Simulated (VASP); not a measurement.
# SnTe3 (Fm-3m) in VASP: a series of runs, part 2 of 2

VASP 6.6.1. The steps go on from the part before.

## 3. Single point, PBE

Input file INCAR:

```
ALGO = Normal ; EDIFF = 1E-6
ENCUT = 520 ; GGA = PE
ISIF = 2 ; ISMEAR = 0
LASPH = T ; LCHARG = T
LELF = T ; LREAL = F
LVHAR = T ; LWAVE = F
NBANDS = 24 ; NELM = 100
PREC = Accurate ; SIGMA = 0.05
```

Input file KPOINTS:

```
k-points
0
Gamma
  7 7 7
```

Input file POSCAR:

```
SnTe3
1.0
    0.0000000000      3.8612190000      3.8612190000
    3.8612190000      0.0000000000      3.8612190000
    3.8612190000      3.8612190000      0.0000000000
Te Sn
3 1
Direct
    0.5000000000      0.5000000000      0.5000000000
    0.7500000000      0.7500000000      0.7500000000
    0.2500000000      0.2500000000      0.2500000000
    0.0000000000      0.0000000000      0.0000000000
```

Potentials or basis: VASP PAW PBE potentials, release 64 (Te, Sn_d).

Launch:

```
cat potpaw_PBE.64/Te/POTCAR potpaw_PBE.64/Sn_d/POTCAR > POTCAR
mpirun -np 1 vasp_std > vasp.out
```

OUTCAR:

```text
EDIFF = 1E-6
   ENCUT = 520
   GGA = PE
   ISIF = 2
   ISMEAR = 0
   LASPH = T
   LREAL = F
   NELM = 100
   PREC = Accurate

 ion  position               nearest neighbor table
   1  0.500  0.500  0.500-   3 3.34   3 3.34   3 3.34   2 3.34   3 3.34   2 3.34   2 3.34   2 3.34

   2  0.750  0.750  0.750-   1 3.34   1 3.34   1 3.34   1 3.34   4 3.34   4 3.34   4 3.34   4 3.34

   3  0.250  0.250  0.250-   4 3.34   4 3.34   4 3.34   1 3.34   4 3.34   1 3.34   1 3.34   1 3.34

   4  0.000  0.000  0.000-   2 3.34   2 3.34   2 3.34   2 3.34   3 3.34   3 3.34   3 3.34   3 3.34

  LATTYP: Found a face centered cubic cell.
 ALAT       =     7.7224380000

  Lattice vectors:

 A1 = (   0.0000000000,   3.8612190000,   3.8612190000)
 A2 = (   3.8612190000,   0.0000000000,   3.8612190000)
 A3 = (   3.8612190000,   3.8612190000,   0.0000000000)

Analysis of symmetry for initial positions (statically):
=====================================================================
 Subroutine PRICEL returns:
[... 167 lines left out ...]
  free energy    TOTEN  =       -12.59814754 eV

  energy without entropy =      -12.59380504  energy(sigma->0) =      -12.59597629

 E-fermi :   7.5098     XC(G=0): -10.0327

 val. band max:        7.4866196967   @ k =   0.4286   0.4286   0.0000
 cond. band min:       7.5160799658   @ k =  -0.4286   0.2857   0.0000
 fundamental gap:      0.0294602692
 Fermi energy:         7.5098178140

 k-point     1 :       0.0000    0.0000    0.0000
  band No.  band energies     occupation
      1     -13.9192      2.00000
      2     -13.9192      2.00000
      3     -13.9192      2.00000
      4     -13.9159      2.00000
      5     -13.9159      2.00000
      6      -5.7424      2.00000
[... 529 lines left out ...]
     23      14.3871      0.00000
     24      14.7935      0.00000

------------------------ aborting loop because EDIFF is reached ----------------------------------------

  FORCE on cell =-STRESS in cart. coord.  units (eV):
  Direction    XX          YY          ZZ          XY          YZ          ZX
  --------------------------------------------------------------------------------------
  -------------------------------------------------------------------------------------
  Total        0.1016901      0.1016901      0.1016901      0.0000000     -0.0000000      0.0000000
  in kB        1.4150968      1.4150968      1.4150968      0.0000000     -0.0000000      0.0000000
  external PRESSURE =       1.4150968 kB  Pullay stress =       0.0000000 kB

 VOLUME and BASIS-vectors are now :
 -----------------------------------------------------------------------------
  energy-cutoff  :      520.00
  volume of cell :      115.13
      direct lattice vectors                 reciprocal lattice vectors
     0.000000000  3.861219000  3.861219000    -0.129492785  0.129492785  0.129492785
     3.861219000  0.000000000  3.861219000     0.129492785 -0.129492785  0.129492785
     3.861219000  3.861219000  0.000000000     0.129492785  0.129492785 -0.129492785

 POSITION                                       TOTAL-FORCE (eV/Angst)
 -----------------------------------------------------------------------------------
      3.86122      3.86122      3.86122         0.000000      0.000000      0.000000
      5.79183      5.79183      5.79183        -0.000000     -0.000000     -0.000000
      1.93061      1.93061      1.93061         0.000000      0.000000      0.000000
      0.00000      0.00000      0.00000         0.000000      0.000000      0.000000
 -----------------------------------------------------------------------------------
    total drift:                               -0.000000      0.000000      0.000000

  FREE ENERGIE OF THE ION-ELECTRON SYSTEM (eV)
  ---------------------------------------------------
  free  energy   TOTEN  =       -12.5981475441 eV

  energy  without entropy=      -12.5938050412  energy(sigma->0) =      -12.59597629
```

stdout:

```text
POSCAR found type information on POSCAR TeSn
 POSCAR found :  2 types and       4 ions
 scaLAPACK will be used
 LDA part: xc-table for (Slater+PW92), standard interpolation
 POSCAR, INCAR and KPOINTS ok, starting setup
 FFT: planning ... GRIDC
 FFT: planning ... GRID_SOFT
 FFT: planning ... GRID
 WAVECAR not read
 entering main loop
```

Run time: 26 s. Hardware: 1 thread of Intel Xeon 6975P-C (Granite Rapids), shared host; peak memory 0.27 GiB.

Results:

```yaml
Free_energy: -12.5981 eV
Pressure: 0.1 GPa
```

Caveat: this odd mesh misses L, where the gap lies, so gap, dielectric constants and Born charges aren't listed; spin-orbit coupling is left out, which moves the levels of the heavy elements.

## 4. Single point, PBE

Input file INCAR:

```
  PREC = Accurate
  ENCUT = 520
  EDIFF = 1E-6
  ISMEAR = 0
  SIGMA = 0.05
  LREAL = False
  LASPH = True
  NELM = 60
  ALGO = Normal
  ISIF = 2
  LWAVE = False
  LCHARG = False
  GGA = PE
  NBANDS = 24
```

Input file KPOINTS:

```
regular mesh
0
Gamma
  8 8 8
```

POSCAR is that of step 3.

Launch:

```
cat potpaw_PBE.64/Te/POTCAR potpaw_PBE.64/Sn_d/POTCAR > POTCAR
mpirun -np 1 vasp_std > vasp.out
```

Wall time 39 s (1 thread of Intel Xeon 6975P-C (Granite Rapids), shared host); peak memory 0.28 GiB.

The run converged. Its results:

```yaml
Free_energy: -12.6334 eV
Pressure: 0.0 GPa
Band_gap_on_the_k_mesh: zero (band 16 reaches 8.11 eV, above the bottom of band 17 at 5.88 eV)
```

Levels at points of the mesh, in eV from the Fermi level:
| k point | band 12 | band 13 | band 14 | band 15 | band 16 | band 17 | band 18 | band 19 | band 20 | band 21 |
| --- | --- | --- | --- | --- | --- | --- | --- | --- | --- | --- |
| (0.00, 0.00, 0.00) | -3.27 | -3.26 | -3.26 | -3.26 | -1.81 | -1.81 | -1.81 | 3.12 | 3.12 | 4.11 |
| (0.50, 0.00, 0.00) | -3.39 | -3.39 | -2.00 | -1.90 | 0.42 | 0.42 | 1.30 | 1.84 | 1.84 | 3.36 |
| (0.50, 0.50, 0.00) | -1.52 | -0.92 | -0.56 | -0.56 | 0.07 | 0.20 | 0.20 | 2.13 | 3.31 | 3.31 |

Caveat: spin-orbit coupling is left out, which moves the levels of the heavy elements.

## 5. Single point, PBE

Input file INCAR:

```
ALGO = Normal
EDIFF = 1E-6
ENCUT = 520
GGA = PE
ISIF = 2
ISMEAR = 0
LASPH = T
LCHARG = F
LREAL = F
LWAVE = F
NBANDS = 24
NELM = 100
PREC = Accurate
SIGMA = 0.05
```

Input file KPOINTS:

```
k-points
0
Gamma
  10 10 10
```

POSCAR is that of step 4.

Launch:

```
cat potpaw_PBE.64/Te/POTCAR potpaw_PBE.64/Sn_d/POTCAR > POTCAR
mpirun -np 1 vasp_std > vasp.out
```

Run time: 58 s. Hardware: 1 thread of Intel Xeon 6975P-C (Granite Rapids), shared host; peak memory 0.32 GiB.

Results (log left out):

```yaml
Free_energy: -12.6360 eV
Pressure: 0.0 GPa
Band_gap_on_the_k_mesh: zero (band 16 reaches 8.11 eV, above the bottom of band 17 at 5.88 eV)
```

Levels at points of the mesh, in eV from the Fermi level:
```
           k point  band 12  band 13  band 14  band 15  band 16  band 17  band 18  band 19  band 20  band 21
(0.00, 0.00, 0.00)    -3.16    -3.14    -3.14    -3.14    -1.69    -1.69    -1.69     3.23     3.23     4.23
(0.50, 0.00, 0.00)    -3.28    -3.28    -1.87    -1.79     0.53     0.53     1.42     1.95     1.95     3.48
(0.50, 0.50, 0.00)    -1.39    -0.81    -0.45    -0.45     0.17     0.33     0.33     2.26     3.43     3.43
```

Caveat: spin-orbit coupling is left out, which moves the levels of the heavy elements.

## 6. Summary

```tsv
k mesh	gap on the mesh (eV)	pressure (GPa)
6 × 6 × 6	none	0.2
7 × 7 × 7	-	0.1
8 × 8 × 8	none	0.0
10 × 10 × 10	none	0.0
```

Alike in all rows: task single point; level PBE; potentials or basis VASP PAW PBE potentials, release 64 (Te, Sn_d); no spin polarisation; cell as given; cutoff (eV) 520; smearing gaussian 0.05 eV.

Every run on the cell as given and a fine mesh finds a metal.

Caveats: spin-orbit coupling is left out, which moves the levels of the heavy elements.

Absolute energies hang on the potentials; compare differences alone.
